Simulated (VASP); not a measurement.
# BeBCl2 (P-3m1) in VASP: notebook, part 2 of 2

VASP 6.6.1.

## 6. Relaxation of cell and atoms, PBE

This run uses another cell than the first one, of 16.62 Å³/atom.

INCAR

```
SYSTEM = BeBCl2
  PREC = Accurate
  ENCUT = 600
  EDIFF = 1E-6
  ISMEAR = 0
  SIGMA = 0.1
  LREAL = .False.
  LASPH = .True.
  NELM = 60
  ALGO = Fast
  ISIF = 3
  LWAVE = .False.
  LCHARG = .False.
  GGA = PE
  IBRION = 2
  NSW = 100
  EDIFFG = -0.01
```

KPOINTS

```
Automatic mesh
0
Gamma
  12 12 4
  0 0 0
```

POSCAR

```
BeBCl2
1.0
    3.2106298051      0.0000000000      0.0000000000
   -1.6053149026      2.7804869734      0.0000000000
    0.0000000000      0.0000000000     14.8972322552
Be B Cl
2 2 4
Direct
    0.3333333333      0.6666666667      0.8904896288
    0.6666666667      0.3333333333      0.1095103712
    0.6666666667      0.3333333333      0.3896534468
    0.3333333333      0.6666666667      0.6103465532
    0.6666666667      0.3333333333      0.8189026321
    0.0000000000      0.0000000000      0.0000000000
    0.3333333333      0.6666666667      0.1810973679
    0.0000000000      0.0000000000      0.5000000000
```

Potentials or basis: VASP PAW PBE potentials, release 64 (Be, B, Cl).

Run with:

```
> cat potpaw_PBE.64/Be/POTCAR potpaw_PBE.64/B/POTCAR potpaw_PBE.64/Cl/POTCAR > POTCAR
> mpirun -np 1 vasp_std > vasp.out
```

OUTCAR:

```text
SYSTEM = BeBCl2
   PREC = Accurate
   ENCUT = 600
   EDIFF = 1E-6
   ISMEAR = 0
   LREAL = .False.
   LASPH = .True.
   NELM = 60
   ISIF = 3
   GGA = PE
   IBRION = 2
   NSW = 100
   EDIFFG = -0.01

 ion  position               nearest neighbor table
   1  0.333  0.667  0.890-   5 2.14   5 2.14   5 2.14   6 2.47   6 2.47   6 2.47
   2  0.667  0.333  0.110-   7 2.14   7 2.14   7 2.14   6 2.47   6 2.47   6 2.47
   3  0.667  0.333  0.390-
   4  0.333  0.667  0.610-
   5  0.667  0.333  0.819-   1 2.14   1 2.14   1 2.14
   6  0.000  0.000  0.000-   1 2.47   2 2.47   2 2.47   1 2.47   2 2.47   1 2.47
   7  0.333  0.667  0.181-   2 2.14   2 2.14   2 2.14
   8  0.000  0.000  0.500-

  LATTYP: Found a hexagonal cell.
 ALAT       =     3.2106298051
 C/A-ratio  =     4.6399719555

  Lattice vectors:

 A1 = (   3.2106298051,   0.0000000000,   0.0000000000)
 A2 = (  -1.6053149026,   2.7804869734,   0.0000000000)
 A3 = (   0.0000000000,   0.0000000000,  14.8972322552)

Analysis of symmetry for initial positions (statically):
=====================================================================
 Subroutine PRICEL returns:
 Original cell was already a primitive cell.

 Routine SETGRP: Setting up the symmetry group for a
 hexagonal supercell.

 Subroutine GETGRP returns: Found 12 space group operations
 (whereof 12 operations were pure point group operations)
 out of a pool of 24 trial point group operations.

The static configuration has the point symmetry D_3d.

Analysis of symmetry for dynamics (positions and initial velocities):
=====================================================================
 Subroutine PRICEL returns:
 Original cell was already a primitive cell.

 Routine SETGRP: Setting up the symmetry group for a
 hexagonal supercell.

 Subroutine GETGRP returns: Found 12 space group operations
 (whereof 12 operations were pure point group operations)
 out of a pool of 24 trial point group operations.
[... 135 lines left out ...]
  Fermi-wavevector in a.u.,A,eV,Ry     =   1.078277  2.037649 15.819248  1.162682
  Thomas-Fermi vector in A             =   2.214212
   LORBIT       =      0    0 simple, 1 ext, 2 COOP (PROOUT), +10 PAW based schemes
   GGA     = PE    functional components
   LHFCALC =     F    Hartree Fock is set to
   AEXX    =    0.0000 exact exchange contribution
   IVDW    =     0    specifies the selected vdW correction
   LEPSILON=     F    determine dielectric tensor
   LRPA    =     F    only Hartree local field effects (RPA)
 conjugate gradient relaxation of ions
 non-spin polarized calculation
 RMM-DIIS sequential band-by-band and
 Gauss-broadening in eV      SIGMA  =   0.10
  energy-cutoff  :      600.00
  volume of cell :      132.99
 maximum number of plane-waves:      4481
 NGX is ok and might be reduce to    28
   NGX = 13   NGY = 13   NGZ = 59

--------------------------------------- Ionic step        1  -------------------------------------------

 number of electron      38.0000000 magnetization

 Free energy of the ion-electron system (eV)
  ---------------------------------------------------
  ext. energy  EPLUGINS =         0.00000000
  ---------------------------------------------------
  free energy    TOTEN  =       -23.16826259 eV

  energy without entropy =      -23.14992594  energy(sigma->0) =      -23.15909427

------------------------ aborting loop because EDIFF is reached ----------------------------------------

  FORCE on cell =-STRESS in cart. coord.  units (eV):
  Direction    XX          YY          ZZ          XY          YZ          ZX
  --------------------------------------------------------------------------------------
  -------------------------------------------------------------------------------------
  Total        0.1250119      0.1250119      0.1927467     -0.0000000      0.0000000      0.0000000
  in kB        1.5060705      1.5060705      2.3220991     -0.0000000      0.0000000      0.0000000
  external PRESSURE =       1.7780801 kB  Pullay stress =       0.0000000 kB
[... 197 lines left out ...]
--------------------------------------- Ionic step        6  -------------------------------------------

 number of electron      38.0000000 magnetization

 Free energy of the ion-electron system (eV)
  ---------------------------------------------------
  ext. energy  EPLUGINS =         0.00000000
  ---------------------------------------------------
  free energy    TOTEN  =       -23.16867366 eV

  energy without entropy =      -23.15036513  energy(sigma->0) =      -23.15951939

 E-fermi :   5.5879     XC(G=0):  -9.3461

 val. band max:        5.5868772581   @ k =   0.3333   0.0000   0.5000
 cond. band min:       5.6033638846   @ k =  -0.1667   0.5000   0.2500
 fundamental gap:      0.0164866264
 Fermi energy:         5.5879054613

 k-point     1 :       0.0000    0.0000    0.0000
  band No.  band energies     occupation
      1     -15.0288      2.00000
      2     -14.7205      2.00000
      3     -13.7861      2.00000
      4     -12.6036      2.00000
      5      -4.6304      2.00000
      6      -3.5558      2.00000
[... 637 lines left out ...]
     23       8.0493      0.00000
     24       8.3018      0.00000

 [... further k-points ...]
[... 5 lines left out ...]
  --------------------------------------------------------------------------------------
  -------------------------------------------------------------------------------------
  Total       -0.0031919     -0.0031919     -0.0177260      0.0000000     -0.0000000      0.0000000
  in kB       -0.0383195     -0.0383195     -0.2128030      0.0000000     -0.0000000      0.0000000
  external PRESSURE =      -0.0964807 kB  Pullay stress =       0.0000000 kB
[... 23 lines left out ...]
  FREE ENERGIE OF THE ION-ELECTRON SYSTEM (eV)
  ---------------------------------------------------
  free  energy   TOTEN  =       -23.1686736555 eV

  energy  without entropy=      -23.1503651295  energy(sigma->0) =      -23.15951939

 reached required accuracy - stopping structural energy minimisation
```

OSZICAR:

```text
N       E                     dE             d eps       ncg     rms          rms(c)
DAV:   1     0.223412058998E+03    0.22341E+03   -0.18217E+04  3312   0.153E+03
DAV:   2    -0.320557340061E+01   -0.22662E+03   -0.22057E+03  4584   0.251E+02
DAV:   3    -0.235353570008E+02   -0.20330E+02   -0.20161E+02  4344   0.824E+01
DAV:   4    -0.240038619159E+02   -0.46850E+00   -0.46688E+00  4512   0.146E+01
[... 49 lines left out ...]
DAV:   1    -0.231687189806E+02   -0.86689E-04   -0.80979E-03  3456   0.486E-01    0.400E-02
RMM:   2    -0.231687121798E+02    0.68008E-05   -0.30771E-04  3380   0.882E-02    0.457E-02
RMM:   3    -0.231686827171E+02    0.29463E-04   -0.38035E-05  3408   0.383E-02    0.255E-02
RMM:   4    -0.231686746501E+02    0.80669E-05   -0.22029E-05  3365   0.242E-02    0.920E-03
RMM:   5    -0.231686736555E+02    0.99466E-06   -0.73932E-06  3161   0.151E-02
   6 F= -.23168674E+02 E0= -.23159519E+02  d E =-.705310E-04
```

CONTCAR:

```text
BeBCl2
   1.00000000000000
     3.2128331860004979   -0.0000000000000396    0.0000000000000000
    -1.6064165930503178    2.7823951572341388   -0.0000000000000000
     0.0000000000000000    0.0000000000000000   14.9292047363495755
  Be              B               Cl
     2     2     4
Direct
     0.3333333332999970    0.6666666667000030    0.8904098245040725
     0.6666666667000030    0.3333333332999970    0.1095901754959274
     0.6666666667000030    0.3333333332999970    0.3898557039101651
     0.3333333332999970    0.6666666667000030    0.6101442960898349
     0.6666666667000030    0.3333333332999970    0.8187154435053857
     0.0000000000000000    0.0000000000000000    0.0000000000000000
     0.3333333332999970    0.6666666667000030    0.1812845564946141
     0.0000000000000000    0.0000000000000000    0.5000000000000000

  0.00000000E+00  0.00000000E+00  0.00000000E+00
  0.00000000E+00  0.00000000E+00  0.00000000E+00
  0.00000000E+00  0.00000000E+00  0.00000000E+00
  0.00000000E+00  0.00000000E+00  0.00000000E+00
  0.00000000E+00  0.00000000E+00  0.00000000E+00
  0.00000000E+00  0.00000000E+00  0.00000000E+00
  0.00000000E+00  0.00000000E+00  0.00000000E+00
  0.00000000E+00  0.00000000E+00  0.00000000E+00
```

Run time: 19 min. Hardware: 1 thread of Oxide Virtual Turin-like, shared host; peak memory 0.43 GiB.

What came out:

- Free energy: -23.1687 eV
- Relaxed volume: 16.68 Å³/atom
- Relaxed cell: a = 3.213 Å, b = 3.213 Å, c = 14.929 Å, α = 90.00°, β = 90.00°, γ = 120.00°
- Space group after relaxing (to 0.1 Å): P-3m1 (No. 164)
- Energy gained by relaxing: 0.1 meV/atom
- Ionic steps: 6
- Pressure after relaxing: 0.0 GPa
- Largest force after relaxing: 0.007 eV/Å
- Band gap on the k mesh: zero (bands 19 and 20 overlap by 2.13 eV)

Forces on the atoms (eV/Å):
```
Be   0.000  0.000  0.003
Be   0.000  0.000 -0.003
B    0.000  0.000  0.007
B    0.000  0.000 -0.007
Cl   0.000  0.000  0.000
Cl   0.000  0.000  0.000
Cl   0.000  0.000  0.000
Cl   0.000  0.000  0.000
```

Step by step:
```tsv
step	energy change (eV)	largest force (eV/Å)	pressure (GPa)	volume (Å³)
1	0.0000	0.0376	0.18	132.99
2	-0.0003	0.0115	0.04	133.34
3	-0.0003	0.0138	-0.02	133.46
4	-0.0003	0.0128	-0.01	133.42
5	-0.0004	0.0116	0.00	133.43
6	-0.0004	0.0065	-0.01	133.46
```

Final structure:
```cif
data_structure
_symmetry_space_group_name_H-M 'P 1'
_symmetry_Int_Tables_number 1
_cell_length_a 3.2128
_cell_length_b 3.2128
_cell_length_c 14.9292
_cell_angle_alpha 90.000
_cell_angle_beta 90.000
_cell_angle_gamma 120.000
_cell_volume 133.46
loop_
_atom_site_label
_atom_site_type_symbol
_atom_site_fract_x
_atom_site_fract_y
_atom_site_fract_z
_atom_site_occupancy
Be1 Be 0.33333 0.66667 0.89041 1
Be2 Be 0.66667 0.33333 0.10959 1
B1 B 0.66667 0.33333 0.38986 1
B2 B 0.33333 0.66667 0.61014 1
Cl1 Cl 0.66667 0.33333 0.81872 1
Cl2 Cl 0.00000 0.00000 0.00000 1
Cl3 Cl 0.33333 0.66667 0.18128 1
Cl4 Cl 0.00000 0.00000 0.50000 1
```

Caveat: this functional lacks dispersion, which binds layers or chains, so the pressure and a relaxed spacing across them are unreliable.

## 7. Summary

```tsv
task	cell	k mesh	cutoff (eV)	gap on the mesh (eV)	pressure (GPa)	largest force (eV/Å)
single point	a = 3.468, b = 3.468, c = 11.387 Å, angles 90.0, 90.0, 120.0°, 8 atoms, atomic positions A	6 × 6 × 2	520	none	6.6	2.07
single point	a = 3.211, b = 3.211, c = 14.897 Å, angles 90.0, 90.0, 120.0°, 8 atoms, atomic positions B	6 × 6 × 2	520	none	0.0	0.02
single point	a = 3.213, b = 3.213, c = 14.930 Å, angles 90.0, 90.0, 120.0°, 8 atoms, atomic positions C	12 × 12 × 4	520	none	0.0	0.01
relaxation of cell and atoms	relaxed from a = 3.211, b = 3.211, c = 14.897 Å, angles 90.0, 90.0, 120.0°, 8 atoms, atomic positions B	12 × 12 × 4	600	none	0.0	0.01
```

Alike in all rows: level PBE; potentials or basis VASP PAW PBE potentials, release 64 (Be, B, Cl); no spin polarisation; smearing gaussian 0.1 eV.

Caveats: some runs use coarse meshes; this functional lacks dispersion, which binds layers or chains, so the pressure and a relaxed spacing across them are unreliable (at least some runs); the cell stands under pressure (at least some runs); forces of over 1 eV/Å act on the atoms, so gaps and moduli don't describe the material at rest (at least some runs).

Total energies depend on the potentials used, so only differences within one code and one set of settings carry meaning.

The gap in the log of VASP goes by the Fermi energy; the results here count the filled bands.